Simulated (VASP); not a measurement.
The system is BiP6.

```
Bi P
1.0
     0.00000    5.03422    5.03422
     5.03422    0.00000    5.03422
     5.03422    5.03422    0.00000
Bi P
1 6
Direct
  0.00000 0.00000 0.00000
  0.75000 0.25000 0.25000
  0.25000 0.75000 0.75000
  0.25000 0.75000 0.25000
  0.75000 0.25000 0.75000
  0.25000 0.25000 0.75000
  0.75000 0.75000 0.25000
```

| Item | Value |
| --- | --- |
| Program | VASP 6.6.1 |
| Task | relaxation of cell and atoms |
| Functional | PBE |
| Potentials or basis | VASP PAW PBE potentials, release 64 (Bi_d, P) |
| Cutoff | 600 eV |
| k mesh | 4 × 4 × 4 |
| Occupations | gaussian, width 0.1 eV |
| Spin | no spin polarisation |

At the start: pressure -1.1 GPa; volume 36.45 Å³/atom.

Question: Where does the relaxation end?

Answer: Over 11 steps the energy falls by 1370.4 meV/atom and the volume is 28.39 Å³/atom (-22.1 %); space group Fm-3m (No. 225, to 0.05 Å).

Step by step:
| step | energy change (eV) | largest force (eV/Å) | pressure (GPa) | volume (Å³) |
| --- | --- | --- | --- | --- |
| 1 | 0.0000 | 2.3172 | -1.07 | 255.17 |
| 2 | -1.6538 | 2.2836 | -3.51 | 246.27 |
| 3 | -7.3513 | 2.2690 | -6.29 | 220.82 |
| 4 | 33.4313 | 47.6140 | 102.20 | 175.30 |
| 5 | -7.1848 | 2.3695 | -6.00 | 218.45 |
| 6 | -8.8176 | 2.6668 | 6.01 | 196.08 |
| 7 | -9.2047 | 1.2551 | -3.67 | 207.55 |
| 8 | -9.5831 | 0.1703 | -0.14 | 201.76 |
| 9 | -9.5811 | 0.1364 | -0.90 | 202.75 |
| 10 | -9.5762 | 0.2049 | 1.16 | 194.01 |
| 11 | -9.5926 | 0.0161 | 0.00 | 198.70 |

Final structure:
```
CELL_PARAMETERS angstrom
0.00000 4.63153 4.63153
4.63153 0.00000 4.63153
4.63153 4.63153 0.00000
ATOMIC_POSITIONS crystal
Bi 0.00000 0.00000 0.00000
P 0.68451 0.31549 0.31549
P 0.31549 0.68451 0.68451
P 0.31549 0.68451 0.31549
P 0.68451 0.31549 0.68451
P 0.31549 0.31549 0.68451
P 0.68451 0.68451 0.31549
```

Caveat: the volume moved by over 15 % at a fixed basis, so the end points are rough.
